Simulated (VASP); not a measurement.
# Be (R32) in VASP: a series of runs

Be is run at these levels: PBE; tasks: single point, relaxation of cell and atoms.

All numbers are computed with VASP 6.6.1; they aren't measurements. Logs are shortened: lines on timing, memory, paths and dates and some standing lists are left out, and cuts for length are marked.

## 1. The cell of the first run

It takes space group R32 (No. 155, trigonal). Conventional cell: a = 6.004 Å, b = 6.004 Å, c = 6.303 Å, α = 90.00°, β = 90.00°, γ = 120.00°. Within 2.8 Å of Be (site symmetry 2) lie 12 Be at 2.12 to 2.41 Å. Be (site symmetry 2) has 12 Be at 2.12 to 2.43 Å within 2.8 Å. Be (site symmetry 3) has 12 Be at 2.15 to 2.43 Å within 2.8 Å.

## 2. Single point, PBE

INCAR reads:

```
SYSTEM = Be
  PREC = Accurate
  ENCUT = 520
  EDIFF = 1E-6
  ISMEAR = 0
  SIGMA = 0.1
  LREAL = .False.
  LASPH = .True.
  NELM = 100
  ALGO = Normal
  ISIF = 2
  LWAVE = .False.
  LCHARG = .False.
  GGA = PE
  NBANDS = 18
```

KPOINTS reads:

```
Automatic mesh
0
Gamma
  6 6 6
  0 0 0
```

POSCAR reads:

```
Be
1.0
    3.0018089915      1.7330952293      2.1011653343
   -3.0018089915      1.7330952293      2.1011653343
    0.0000000000     -3.4661904585      2.1011653343
Be
8
Direct
    0.8080729484      0.1919270516      0.5000000000
    0.6949638130      0.3050361870      0.0000000000
    0.2545602935      0.2545602935      0.2545602935
    0.1919270516      0.5000000000      0.8080729484
    0.5000000000      0.8080729484      0.1919270516
    0.7454397065      0.7454397065      0.7454397065
    0.0000000000      0.6949638130      0.3050361870
    0.3050361870      0.0000000000      0.6949638130
```

Potentials or basis: VASP PAW PBE potentials, release 64 (Be).

Launch:

```
$ cat potpaw_PBE.64/Be/POTCAR > POTCAR
$ mpirun -np 1 vasp_std > vasp.out
```

OUTCAR:

```text
SYSTEM = Be
   PREC = Accurate
   ENCUT = 520
   EDIFF = 1E-6
   ISMEAR = 0
   LREAL = .False.
   LASPH = .True.
   NELM = 100
   ISIF = 2
   GGA = PE

 ion  position               nearest neighbor table
   1  0.808  0.192  0.500-   4 2.12   5 2.12   2 2.14   2 2.14   6 2.15   3 2.15   8 2.32   7 2.32
                             7 2.35   8 2.35
   2  0.695  0.305  0.000-   7 2.12   8 2.12   1 2.14   1 2.14   6 2.15   3 2.15   4 2.32   5 2.32
                             5 2.35   4 2.35
   3  0.255  0.255  0.255-   8 2.15   2 2.15   7 2.15   4 2.15   1 2.15   5 2.15
   4  0.192  0.500  0.808-   5 2.12   1 2.12   8 2.14   8 2.14   3 2.15   6 2.15   7 2.32   2 2.32
                             7 2.35   2 2.35
   5  0.500  0.808  0.192-   4 2.12   1 2.12   7 2.14   7 2.14   6 2.15   3 2.15   8 2.32   2 2.32
                             8 2.35   2 2.35
   6  0.745  0.745  0.745-   7 2.15   2 2.15   8 2.15   5 2.15   1 2.15   4 2.15
   7  0.000  0.695  0.305-   8 2.12   2 2.12   5 2.14   5 2.14   6 2.15   3 2.15   4 2.32   1 2.32
                             4 2.35   1 2.35
   8  0.305  0.000  0.695-   7 2.12   2 2.12   4 2.14   4 2.14   3 2.15   6 2.15   5 2.32   1 2.32
                             5 2.35   1 2.35

  LATTYP: Found a trigonal (rhomboedric) cell.
 ALAT       =     4.0533161803
 COS(alpha) =    -0.0969204654

  Lattice vectors:

 A1 = (   3.0018089915,   1.7330952293,   2.1011653343)
 A2 = (  -3.0018089915,   1.7330952293,   2.1011653343)
 A3 = (   0.0000000000,  -3.4661904585,   2.1011653343)

Analysis of symmetry for initial positions (statically):
=====================================================================
 Subroutine PRICEL returns:
 Original cell was already a primitive cell.

 Routine SETGRP: Setting up the symmetry group for a
 trigonal (rhombohedral) supercell.

 Subroutine GETGRP returns: Found  6 space group operations
 (whereof  6 operations were pure point group operations)
 out of a pool of 12 trial point group operations.

The static configuration has the point symmetry D_3 .

Analysis of symmetry for dynamics (positions and initial velocities):
=====================================================================
 Subroutine PRICEL returns:
 Original cell was already a primitive cell.

 Routine SETGRP: Setting up the symmetry group for a
 trigonal (rhombohedral) supercell.

 Subroutine GETGRP returns: Found  6 space group operations
 (whereof  6 operations were pure point group operations)
 out of a pool of 12 trial point group operations.

The dynamic configuration has the point symmetry D_3 .

 Subroutine INISYM returns: Found  6 space group operations
 (whereof  6 operations are pure point group operations),
 and found     1 'primitive' translations

----------------------------------------------------------------------------------------

                                     Primitive cell

  volume of cell :      65.5869

  direct lattice vectors                    reciprocal lattice vectors
     3.001808991  1.733095229  2.101165334     0.166566228  0.096167056  0.158642125
    -3.001808991  1.733095229  2.101165334    -0.166566228  0.096167056  0.158642125
     0.000000000 -3.466190458  2.101165334     0.000000000 -0.192334113  0.158642125

  length of vectors
     4.053316180  4.053316180  4.053316180     0.249318541  0.249318541  0.249318541

  position of ions in fractional coordinates (direct lattice)
     0.808072948  0.191927052  0.500000000
     0.694963813  0.305036187  0.000000000
     0.254560293  0.254560293  0.254560293
     0.191927052  0.500000000  0.808072948
     0.500000000  0.808072948  0.191927052
     0.745439707  0.745439707  0.745439707
     1.000000000  0.694963813  0.305036187
     0.305036187  1.000000000  0.694963813

  ion indices of the primitive-cell ions
   primitive index   ion index
                 1           1
                 2           2
                 3           3
                 4           4
                 5           5
                 6           6
                 7           7
                 8           8

----------------------------------------------------------------------------------------

 KPOINTS: Automatic mesh

Automatic generation of k-mesh.
 Grid dimensions read from file:
 generate k-points for:    6    6    6

 Generating k-lattice:

  Cartesian coordinates                     Fractional coordinates (reciprocal lattice)
     0.027761038  0.016027843  0.026440354     0.166666667 -0.000000000 -0.000000000
    -0.027761038  0.016027843  0.026440354    -0.000000000  0.166666667 -0.000000000
     0.000000000 -0.032055685  0.026440354     0.000000000  0.000000000  0.166666667

  Length of vectors
     0.041553090  0.041553090  0.041553090

  Shift w.r.t. Gamma in fractional coordinates (k-lattice)
     0.000000000  0.000000000  0.000000000

 Subroutine IBZKPT returns following result:
 ===========================================

 Found     32 irreducible k-points:

 Following reciprocal coordinates:
            Coordinates               Weight
  0.000000  0.000000  0.000000      1.000000
  0.166667  0.000000  0.000000      6.000000
  0.333333  0.000000  0.000000      6.000000
  0.500000  0.000000  0.000000      3.000000
  0.166667  0.166667  0.000000      6.000000
  0.333333  0.166667  0.000000     12.000000
[... 16 lines left out ...]
  0.500000  0.500000  0.166667      6.000000
 -0.333333  0.500000  0.166667     12.000000
 [... further k-points ...]
   k-points           NKPTS =     32   k-points in BZ     NKDIM =     32   number of bands    NBANDS=     18
   number of dos      NEDOS =    301   number of ions     NIONS =      8
   total plane-waves  NPLWV =  27000
   dimension x,y,z NGX =    30 NGY =   30 NGZ =   30
   dimension x,y,z NGXF=    60 NGYF=   60 NGZF=   60
   ions per type =               8
   NGX,Y,Z   is equivalent  to a cutoff of  12.30, 12.30, 12.30 a.u.
   NGXF,Y,Z  is equivalent  to a cutoff of  24.61, 24.61, 24.61 a.u.
 SYSTEM =  Be
   PREC   = accura    normal or accurate (medium, high low for compatibility)
   ISTART =      0    job   : 0-new  1-cont  2-samecut
   ICHARG =      2    charge: 1-file 2-atom 10-const
   ISPIN  =      1    spin polarized calculation?
   LNONCOLLINEAR =      F non collinear calculations
   LSORBIT =      F    spin-orbit coupling
   LASPH  =      T    aspherical Exc in radial PAW
   ENCUT  =  520.0 eV  38.22 Ry    6.18 a.u.   7.54  7.54  7.54*2*pi/ulx,y,z
   NELM   =    100;   NELMIN=  2; NELMDL= -5     # of ELM steps
   EDIFF  = 0.1E-05   stopping-criterion for ELM
   LREAL  =      F    real-space projection
   EDIFFG = 0.1E-04   stopping-criterion for IOM
   NSW    =      0    number of steps for IOM
   IBRION =     -1    ionic relax: 0-MD 1-quasi-New 2-CG
   NFREE  =      0    steps in history (QN), initial steepest desc. (CG)
   ISIF   =      2    stress and relaxation
   ISYM   =      2    0-nonsym 1-usesym 2-fastsym
   POTIM  = 0.5000    time-step for ionic-motion
   TEBEG  =    0.0;   TEEND  =   0.0 temperature during run
   PSTRESS=    0.0 pullay stress
   NELECT =      16.0000    total number of electrons
   NUPDOWN=      -1.0000    fix difference up-down
   EMIN   =  10.00;   EMAX   =-10.00  energy-range for DOS
   EFERMI =   0.00;   METHOD = LEGACY
   ISMEAR =     0;   SIGMA  =   0.10  broadening in eV -4-tet -1-fermi 0-gaus
   EFERMI_NEDOS =   21; number of points for ismear=-14 and -15
   IALGO  =     38    algorithm
   IMIX   =      4    mixing-type and parameters
     AMIX     =   0.40;   BMIX     =  1.00
     AMIX_MAG =   1.60;   BMIX_MAG =  1.00
  volume/ion in A,a.u.               =       8.20        55.33
  Fermi-wavevector in a.u.,A,eV,Ry     =   1.022922  1.933042 14.236719  1.046369
  Thomas-Fermi vector in A             =   2.156628
   LORBIT       =      0    0 simple, 1 ext, 2 COOP (PROOUT), +10 PAW based schemes
   GGA     = PE    functional components
   LHFCALC =     F    Hartree Fock is set to
   AEXX    =    0.0000 exact exchange contribution
   IVDW    =     0    specifies the selected vdW correction
   LEPSILON=     F    determine dielectric tensor
   LRPA    =     F    only Hartree local field effects (RPA)
 non-spin polarized calculation
 Gauss-broadening in eV      SIGMA  =   0.10
  energy-cutoff  :      520.00
  volume of cell :       65.59
 maximum number of plane-waves:      1799
   NGX = 15   NGY = 15   NGZ = 15

 number of electron      16.0000000 magnetization

 Free energy of the ion-electron system (eV)
  ---------------------------------------------------
  ext. energy  EPLUGINS =         0.00000000
  ---------------------------------------------------
  free energy    TOTEN  =       -29.84497192 eV

  energy without entropy =      -29.84433631  energy(sigma->0) =      -29.84465411

 E-fermi :   6.4584     XC(G=0): -10.4553

 val. band max:        6.2171717151   @ k =   0.1667   0.1667   0.0000
 cond. band min:       6.4635658322   @ k =   0.3333   0.3333   0.3333
 fundamental gap:      0.2463941171
 Fermi energy:         6.4583999144

 k-point     1 :       0.0000    0.0000    0.0000
  band No.  band energies     occupation
      1      -4.4303      2.00000
      2       1.4028      2.00000
      3       1.4028      2.00000
      4       2.7178      2.00000
      5       3.0499      2.00000
      6       3.0499      2.00000
[... 10 lines left out ...]
     17      12.9370      0.00000
     18      13.3078      0.00000

 k-point     2 :       0.1667    0.0000    0.0000
  band No.  band energies     occupation
      1      -4.2389      2.00000
      2       0.2527      2.00000
      3       1.5671      2.00000
      4       2.3660      2.00000
      5       3.1744      2.00000
      6       3.3125      2.00000
[... 10 lines left out ...]
     17      14.5430      0.00000
     18      14.5781      0.00000
[... 442 lines left out ...]
 k-point    24 :      -0.3333    0.5000    0.1667
  band No.  band energies     occupation
      1      -1.9554      2.00000
      2      -1.7045      2.00000
      3       0.0916      2.00000
      4       1.2318      2.00000
      5       2.3659      2.00000
      6       3.2150      2.00000
[... 10 lines left out ...]
     17      15.1827      0.00000
     18      15.6907      0.00000

 [... further k-points ...]
[... 5 lines left out ...]
  --------------------------------------------------------------------------------------
  -------------------------------------------------------------------------------------
  Total        0.0333137      0.0333137      0.0320610      0.0000000      0.0000000     -0.0000000
  in kB        0.8137986      0.8137986      0.7831959      0.0000000      0.0000000     -0.0000000
  external PRESSURE =       0.8035977 kB  Pullay stress =       0.0000000 kB

 VOLUME and BASIS-vectors are now :
 -----------------------------------------------------------------------------
  energy-cutoff  :      520.00
  volume of cell :       65.59
      direct lattice vectors                 reciprocal lattice vectors
     3.001808991  1.733095229  2.101165334     0.166566228  0.096167056  0.158642125
    -3.001808991  1.733095229  2.101165334    -0.166566228  0.096167056  0.158642125
     0.000000000 -3.466190458  2.101165334     0.000000000 -0.192334113  0.158642125

 POSITION                                       TOTAL-FORCE (eV/Angst)
 -----------------------------------------------------------------------------------
      1.84955      0.00000      3.15175        -0.003998     -0.000000      0.000000
      1.17049      1.73310      2.10117         0.015305     -0.000000     -0.000000
      0.00000      0.00000      1.60462         0.000000     -0.000000     -0.010896
     -0.92478     -1.60176      3.15175         0.001999      0.003463      0.000000
     -0.92478      1.60176      3.15175         0.001999     -0.003463      0.000000
      0.00000      0.00000      4.69888         0.000000      0.000000      0.010896
     -2.08615      0.14712      2.10117        -0.007652      0.013254      0.000000
      0.91566     -1.88022      2.10117        -0.007652     -0.013254      0.000000
 -----------------------------------------------------------------------------------
    total drift:                               -0.000000     -0.000000     -0.000000

  FREE ENERGIE OF THE ION-ELECTRON SYSTEM (eV)
  ---------------------------------------------------
  free  energy   TOTEN  =       -29.8449719211 eV

  energy  without entropy=      -29.8443363072  energy(sigma->0) =      -29.84465411
```

Wall time 17 s (1 thread of Intel Xeon Platinum 8488C (Sapphire Rapids), shared host); peak memory 0.16 GiB.

Results:

```yaml
Free_energy: -29.8450 eV
Pressure: 0.1 GPa
Largest_force: 0.015 eV/Å
Band_gap_on_the_k_mesh: zero (bands 8 and 9 overlap by 1.93 eV)
```

Forces in eV/Å, atoms in the order of the input:
```
Be  -0.004  0.000  0.000
Be   0.015  0.000  0.000
Be   0.000  0.000 -0.011
Be   0.002  0.003  0.000
Be   0.002 -0.003  0.000
Be   0.000  0.000  0.011
Be  -0.008  0.013  0.000
Be  -0.008 -0.013  0.000
```

Levels at points of the mesh, in eV from the Fermi level:
| k point | band 6 | band 7 | band 8 | band 9 | band 10 | band 11 |
| --- | --- | --- | --- | --- | --- | --- |
| (0.00, 0.00, 0.00) | -3.41 | -3.16 | 0.32 | 0.32 | 0.74 | 0.74 |
| (0.50, 0.00, 0.00) | -2.96 | -2.50 | -2.47 | 0.77 | 0.87 | 4.19 |
| (0.50, 0.50, 0.00) | -2.05 | -1.48 | -1.11 | 0.69 | 1.59 | 2.02 |
| (0.50, 0.50, 0.50) | -5.87 | -4.61 | -4.56 | 7.13 | 7.13 | 7.15 |

(Part 1 of 2 ends here.)
